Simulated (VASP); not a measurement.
# LiAl32O48 (a cell with a defect) in VASP: notebook

The runs below take LiAl32O48 (a cell with a defect) through single point, with PBE.

All numbers are computed with VASP 6.6.1; they aren't measurements. Logs are shortened: lines on timing, memory, paths and dates and some standing lists are left out, and cuts for length are marked.

## (1) The cell of the first run

The cell holds a defect, 81 atoms: a = 10.361 Å, b = 10.361 Å, c = 10.361 Å, α = 55.29°, β = 55.29°, γ = 55.29°.

## (2) Single point, PBE

Input file INCAR:

```
SYSTEM = LiAl32O48
PREC = Accurate
ENCUT = 520
EDIFF = 1E-6
ISMEAR = -1
SIGMA = 0.01
LREAL = Auto
LASPH = .TRUE.
NELM = 60
ALGO = Normal
ISIF = 2
LWAVE = .FALSE.
LCHARG = .FALSE.
GGA = PE
NBANDS = 240
NELECT = 386.0
```

Input file KPOINTS:

```
regular mesh
0
G
  1 1 1
  0 0 0
```

Input file POSCAR:

```
LiAl32O48
1.0
    4.8078835200      2.7758328500      8.7484141900
   -4.8078835200      2.7758328500      8.7484141900
    0.0000000000     -5.5516656900      8.7484141900
Al O Li
32 48 1
Direct
    0.3146443209      0.3306078940      0.3508527717
    0.4280957773      0.4303395921      0.4303503185
    0.0710435703      0.0739107363      0.0765908738
    0.1733254483      0.1744084612      0.1770922934
    0.3210129550      0.3228634574      0.8241330715
    0.4276444832      0.4453587226      0.8984743058
    0.0729885223      0.0751934426      0.5748295276
    0.1698754298      0.1750458962      0.6852999009
    0.3230720586      0.8253446261      0.3247682515
    0.4235493008      0.9274240286      0.4300624859
    0.0722578911      0.5749008919      0.0757942989
    0.1747717226      0.6781897006      0.1765571620
    0.3223850872      0.8274437039      0.8252097273
    0.4254585069      0.9259960074      0.9284375400
    0.0701907853      0.5756395945      0.5780351994
    0.1753841205      0.6784073301      0.6751060970
    0.8247382219      0.3244270164      0.3233785531
    0.9256729575      0.4266067904      0.4271018248
    0.5882616368      0.0589100022      0.0650082904
    0.6744523303      0.1747773714      0.1824695073
    0.8188301714      0.3257002962      0.8266715840
    0.9237337746      0.4264538405      0.9275594791
    0.5730590210      0.0735194647      0.5768160367
    0.6768232311      0.1776422527      0.6732061273
    0.8237515128      0.8239817597      0.3247007739
    0.9249796147      0.9262263172      0.4278348825
    0.5716546124      0.5737309938      0.0756976402
    0.6767127853      0.6755505276      0.1744899603
    0.8242187998      0.8238223676      0.8229547789
    0.9303023888      0.9244967157      0.9245647290
    0.5777918123      0.5795374869      0.5642387099
    0.6751475909      0.6783510795      0.6761554606
    0.2224329981      0.0312975439      0.3746089354
    0.4696711659      0.1235423562      0.2961449182
    0.0302787629      0.3745221276      0.2215033610
    0.3773775019      0.2173856892      0.0284070066
    0.1221181406      0.2807713186      0.4762912509
    0.2768370874      0.4761299771      0.1255968481
    0.2194937895      0.0279758386      0.8792277122
    0.4718399864      0.1252825057      0.7802781131
    0.0247659290      0.3760718608      0.7253696331
    0.3694505189      0.2245079476      0.5394909546
    0.1233230298      0.2785042020      0.9731987716
    0.2763236291      0.4743259301      0.6270049206
    0.2187966524      0.5327971879      0.3786031057
    0.4714450798      0.6266356116      0.2790478645
    0.0259654814      0.8756416400      0.2232774332
    0.3739418731      0.7224309729      0.0296950088
    0.1238632413      0.7799758503      0.4731313786
    0.2769709158      0.9719931613      0.1268928198
    0.2217247280      0.5291980671      0.8749713030
    0.4710327974      0.6342655373      0.7714056763
    0.0292418794      0.8753798907      0.7217772196
    0.3748015346      0.7241904067      0.5271814075
    0.1251914147      0.7785069509      0.9725772248
    0.2745729886      0.9741878994      0.6283403378
    0.7215921043      0.0276651433      0.3779128641
    0.9709883033      0.1252854107      0.2790704042
    0.5243448361      0.3751729610      0.2274438197
    0.8710183610      0.2222314286      0.0307235141
    0.6254674315      0.2786351938      0.4726840400
    0.7769496113      0.4716743287      0.1258341891
    0.7262034821      0.0275001990      0.8691298624
    0.9681793007      0.1264490502      0.7812843167
    0.5276748457      0.3799799198      0.7160479641
    0.8752900465      0.2231860621      0.5277884568
    0.6141125233      0.2804141312      0.9743653121
    0.7753361332      0.4731464079      0.6259528301
    0.7237444313      0.5288389192      0.3720270865
    0.9710459338      0.6254643504      0.2792691021
    0.5287229174      0.8749430355      0.2218609930
    0.8748111774      0.7230206865      0.0279955936
    0.6253449068      0.7798259787      0.4699120317
    0.7758605994      0.9735606884      0.1243428761
    0.7178377432      0.5281478316      0.8770963457
    0.9705560476      0.6251452254      0.7797032916
    0.5264125622      0.8765953387      0.7233388399
    0.8736944521      0.7221115369      0.5299558458
    0.6248115053      0.7784972169      0.9725152326
    0.7774992880      0.9725366669      0.6254083884
    0.3928642582      0.2736754306      0.1448831412
```

Potentials or basis: VASP PAW PBE potentials, release 64 (Al, O, Li_sv).

Launch:

```sh
> cat potpaw_PBE.64/Al/POTCAR potpaw_PBE.64/O/POTCAR potpaw_PBE.64/Li_sv/POTCAR > POTCAR
> mpirun -np 1 vasp_gam > vasp.out
```

OUTCAR:

```text
SYSTEM = LiAl32O48
   PREC = Accurate
   ENCUT = 520
   EDIFF = 1E-6
   ISMEAR = -1
   LREAL = Auto
   LASPH = .TRUE.
   NELM = 60
   ISIF = 2
   GGA = PE
   NELECT = 386.0

 ion  position               nearest neighbor table
   1  0.315  0.331  0.351-  37 1.84  45 1.86  42 1.86  59 1.97  34 1.98  38 2.06  81 2.12   2 2.57
                             8 2.71  12 2.82  20 2.91  18 3.25  15 3.33  10 3.34
   2  0.428  0.430  0.430-  46 1.84  61 1.85  44 1.85  59 2.02  42 2.04  45 2.04   1 2.57  27 2.83
                            23 2.85  15 2.86   5 3.19   9 3.21  17 3.22
   3  0.071  0.074  0.077-  39 1.86  47 1.86  60 1.88  58 1.98  43 2.00  50 2.00   4 2.65  26 2.81
                            22 2.82  14 2.84   8 3.20  12 3.23  20 3.23
   4  0.173  0.174  0.177-  33 1.88  35 1.88  36 1.90  58 1.96  50 1.97  43 1.98   3 2.65  81 2.78
                            17 2.80   9 2.80   5 2.83   7 3.26  11 3.28  19 3.36
   5  0.321  0.323  0.824-  40 1.86  44 1.86  43 1.86  36 2.02  51 2.02  65 2.04   6 2.67   4 2.83
                            16 2.84  24 2.85   2 3.19  14 3.23  22 3.24
   6  0.428  0.445  0.898-  52 1.78  65 1.88  51 1.90  67 1.93  38 2.04  81 2.08  36 2.16   5 2.67
                            31 2.68  11 2.87  19 3.10  13 3.17  21 3.23
   7  0.073  0.075  0.575-  66 1.87  53 1.87  33 1.88  56 1.98  37 2.00  64 2.01   8 2.69  30 2.80
                            10 2.80  18 2.81  24 3.24  16 3.25   4 3.26
   8  0.170  0.175  0.685-  39 1.85  41 1.87  42 1.89  64 1.97  56 1.99  37 2.01   7 2.69   1 2.71
                            13 2.78  21 2.81   3 3.20  15 3.27  23 3.29
   9  0.323  0.825  0.325-  50 1.87  46 1.87  49 1.87  54 1.98  71 1.99  33 2.00  10 2.69   4 2.80
[... 83 lines left out ...]
  69  0.724  0.529  0.372-  31 1.84  28 1.87  17 1.98  18 1.99
  70  0.971  0.625  0.279-  25 1.87  18 1.87  11 1.98  12 1.99
  71  0.529  0.875  0.222-  19 1.82  28 1.88   9 1.99  10 2.03
  72  0.875  0.723  0.028-  11 1.87  28 1.87  30 1.99  29 2.00
  73  0.625  0.780  0.470-  25 1.86  10 1.87  31 1.95  32 2.00
  74  0.776  0.974  0.124-  25 1.90  30 1.90  19 1.93  20 2.01
  75  0.718  0.528  0.877-  27 1.87  32 1.88  21 1.97  22 2.00
  76  0.971  0.625  0.780-  29 1.86  22 1.88  15 1.96  16 2.00
  77  0.526  0.877  0.723-  23 1.86  32 1.87  13 1.98  14 1.99
  78  0.874  0.722  0.530-  32 1.86  15 1.86  26 1.99  25 1.99
  79  0.625  0.778  0.973-  14 1.87  29 1.88  28 1.97  27 2.01
  80  0.777  0.973  0.625-  26 1.86  29 1.87  23 1.98  24 1.98
  81  0.393  0.274  0.145-  34 1.66  38 1.68  36 1.72  67 1.95   6 2.08   1 2.12  19 2.19  20 2.67
                             4 2.78

  LATTYP: Found a trigonal (rhomboedric) cell.
 ALAT       =    10.3612616410
 COS(alpha) =     0.5693617618

  Lattice vectors:

 A1 = (   4.8078835200,   2.7758328500,   8.7484141900)
 A2 = (  -4.8078835200,   2.7758328500,   8.7484141900)
 A3 = (   0.0000000000,  -5.5516656900,   8.7484141900)

Analysis of symmetry for initial positions (statically):
=====================================================================
[... 267 lines left out ...]
   TEBEG  =    0.0;   TEEND  =   0.0 temperature during run
   PSTRESS=    0.0 pullay stress
   NELECT =     386.0000    total number of electrons
   NUPDOWN=      -1.0000    fix difference up-down
   EMIN   =  10.00;   EMAX   =-10.00  energy-range for DOS
   EFERMI =   0.00;   METHOD = LEGACY
   ISMEAR =    -1;   SIGMA  =   0.01  broadening in eV -4-tet -1-fermi 0-gaus
   EFERMI_NEDOS =   21; number of points for ismear=-14 and -15
   IALGO  =     38    algorithm
   IMIX   =      4    mixing-type and parameters
     AMIX     =   0.40;   BMIX     =  1.00
     AMIX_MAG =   1.60;   BMIX_MAG =  1.00
  volume/ion in A,a.u.               =       8.65        58.36
  Fermi-wavevector in a.u.,A,eV,Ry     =   1.342130  2.536258 24.508358  1.801314
  Thomas-Fermi vector in A             =   2.470309
   LORBIT       =      0    0 simple, 1 ext, 2 COOP (PROOUT), +10 PAW based schemes
   GGA     = PE    functional components
[... 5 lines left out ...]
 non-spin polarized calculation
  energy-cutoff  :      520.00
  volume of cell :      700.53
 maximum number of plane-waves:      9404
 NGX is ok and might be reduce to    80
   NGX = 39   NGY = 39   NGZ = 39

 number of electron     386.0000015 magnetization

 Free energy of the ion-electron system (eV)
  ---------------------------------------------------
  ext. energy  EPLUGINS =         0.00000000
  ---------------------------------------------------
  free energy    TOTEN  =      -606.79045246 eV

  energy without entropy =     -606.79045246  energy(sigma->0) =     -606.79045246

 E-fermi :   6.2316     XC(G=0): -11.5540

 val. band max:        5.8847805943   @ k =   0.0000   0.0000   0.0000
 cond. band min:      11.7055578414   @ k =   0.0000   0.0000   0.0000
 fundamental gap:      5.8207772471
 Fermi energy:         6.2316462206

 k-point     1 :       0.0000    0.0000    0.0000
  band No.  band energies     occupation
      1     -37.1082      2.00000
      2     -13.1450      2.00000
      3     -12.2602      2.00000
      4     -12.1989      2.00000
      5     -12.1482      2.00000
      6     -12.0871      2.00000
[... 197 lines left out ...]
    204      15.0400      0.00000
    205      15.0839      0.00000
 [bands above 205 left out]

------------------------ aborting loop because EDIFF is reached ----------------------------------------

  FORCE on cell =-STRESS in cart. coord.  units (eV):
  Direction    XX          YY          ZZ          XY          YZ          ZX
  --------------------------------------------------------------------------------------
  -------------------------------------------------------------------------------------
  Total       -3.3484357      1.2754799     -2.6857158     -1.1008624     -4.4967616     -3.1591634
  in kB       -7.6581649      2.9171338     -6.1424665     -2.5177685    -10.2844865     -7.2252826
  external PRESSURE =      -3.6278325 kB  Pullay stress =       0.0000000 kB

 VOLUME and BASIS-vectors are now :
 -----------------------------------------------------------------------------
  energy-cutoff  :      520.00
  volume of cell :      700.53
      direct lattice vectors                 reciprocal lattice vectors
     4.807883520  2.775832850  8.748414190     0.103995864  0.060042040  0.038102144
    -4.807883520  2.775832850  8.748414190    -0.103995864  0.060042040  0.038102144
     0.000000000 -5.551665690  8.748414190     0.000000000 -0.120084080  0.038102144

 POSITION                                       TOTAL-FORCE (eV/Angst)
 -----------------------------------------------------------------------------------
     -0.07675     -0.15671      8.71434         0.052832      0.064625      0.094552
     -0.01079     -0.00629     11.27483         0.006714      0.008973      0.045209
     -0.01379     -0.02284      1.93817        -0.020463      0.004565     -0.046661
     -0.00521     -0.01791      4.59140        -0.005731     -0.024121     -0.074172
     -0.00890     -2.78802     12.84276         0.014791      0.002152      0.023612
     -0.08517     -2.56472     15.49762         0.003848      0.018277      0.134999
[... 73 lines left out ...]
     -0.93772      1.38575     20.78137         0.009697      0.012190      0.000433
      0.57305      1.04586      7.09866        -0.160033     -0.441980     -0.755423
 -----------------------------------------------------------------------------------
    total drift:                                0.010204     -0.008776      0.017149

  FREE ENERGIE OF THE ION-ELECTRON SYSTEM (eV)
  ---------------------------------------------------
  free  energy   TOTEN  =      -606.7904524566 eV

  energy  without entropy=     -606.7904524566  energy(sigma->0) =     -606.79045246
```

Wall time 12 min (1 thread of Intel Xeon 8259CL, shared host); peak memory 0.95 GiB.

Results:

- Free energy: -606.7905 eV
- Largest force: 0.890 eV/Å

Forces on the atoms (eV/Å):
```
Al   0.053  0.065  0.095
Al   0.007  0.009  0.045
Al  -0.020  0.005 -0.047
Al  -0.006 -0.024 -0.074
Al   0.015  0.002  0.024
Al   0.004  0.018  0.135
Al   0.010  0.013 -0.004
Al  -0.013  0.033  0.011
Al  -0.004 -0.001 -0.007
Al   0.023 -0.005  0.020
Al  -0.003  0.008 -0.005
Al   0.009  0.000  0.021
Al  -0.009  0.005  0.009
Al  -0.004  0.013  0.013
Al   0.001  0.009  0.002
Al   0.014 -0.004  0.021
Al  -0.004  0.002  0.001
Al   0.018  0.000  0.029
Al   0.080  0.040 -0.027
Al  -0.096 -0.002 -0.045
Al  -0.008 -0.035 -0.002
Al   0.000 -0.001  0.008
Al   0.004  0.011 -0.002
Al  -0.004  0.020  0.011
Al  -0.018  0.025 -0.002
Al  -0.007  0.010  0.001
Al  -0.007  0.000  0.012
Al   0.005 -0.002  0.019
Al   0.006  0.015 -0.010
Al   0.013  0.015  0.011
Al   0.003  0.000  0.001
Al  -0.002  0.009  0.021
O   -0.003  0.016  0.011
O    0.076 -0.083  0.084
O    0.026  0.020  0.011
O    0.060  0.002 -0.161
O    0.014  0.053  0.023
O   -0.028  0.050  0.057
O   -0.012  0.010 -0.002
O   -0.003  0.005  0.009
O   -0.006  0.008  0.004
O    0.007  0.001  0.033
O   -0.004  0.002 -0.014
O    0.003 -0.001  0.027
O   -0.025  0.010  0.027
O   -0.006  0.007  0.030
O   -0.004  0.004 -0.005
O   -0.004  0.003  0.008
O   -0.005  0.003  0.011
O    0.005 -0.009 -0.017
O    0.021  0.006  0.030
O   -0.002  0.028  0.026
O    0.012  0.015  0.008
O    0.005  0.004  0.009
O    0.013  0.007  0.010
O   -0.006  0.007  0.001
O   -0.023  0.022 -0.005
O   -0.010  0.001 -0.004
O   -0.020 -0.014  0.095
O   -0.024 -0.009 -0.026
O    0.002  0.003  0.038
O    0.007  0.011  0.011
O    0.023  0.038 -0.006
O   -0.015  0.012  0.001
O    0.020 -0.013  0.042
O    0.012  0.014  0.016
O   -0.052 -0.124  0.029
O    0.011 -0.017  0.006
O    0.008  0.011  0.009
O    0.006  0.011  0.007
O    0.012  0.004  0.011
O    0.008  0.012  0.004
O    0.006  0.016  0.002
O    0.001  0.015 -0.018
O   -0.009 -0.005 -0.005
O    0.001  0.000  0.008
O   -0.002  0.009  0.014
O    0.001  0.005  0.007
O   -0.004  0.011  0.010
O    0.010  0.012  0.000
Li  -0.160 -0.442 -0.755
```

Levels at points of the mesh, in eV from the Fermi level:
| k point | band 189 | band 190 | band 191 | band 192 | band 193 | band 194 | band 195 | band 196 | band 197 | band 198 |
| --- | --- | --- | --- | --- | --- | --- | --- | --- | --- | --- |
| (0.00, 0.00, 0.00) | -0.56 | -0.56 | -0.41 | -0.39 | -0.35 | 5.47 | 7.89 | 7.93 | 8.14 | 8.30 |

Caveat: the k points lie up to 0.79 Å⁻¹ apart; the cell carries a net charge on a neutralising background, which shifts energy and pressure; the cell is charged against a uniform background, so pressure and absolute levels hang on convention; the cutoff is under 1.25 times the usual one of these potentials, so pressure, stress and relaxed cells hold a basis-set (Pulay) error.

[end of part 1 of 2]
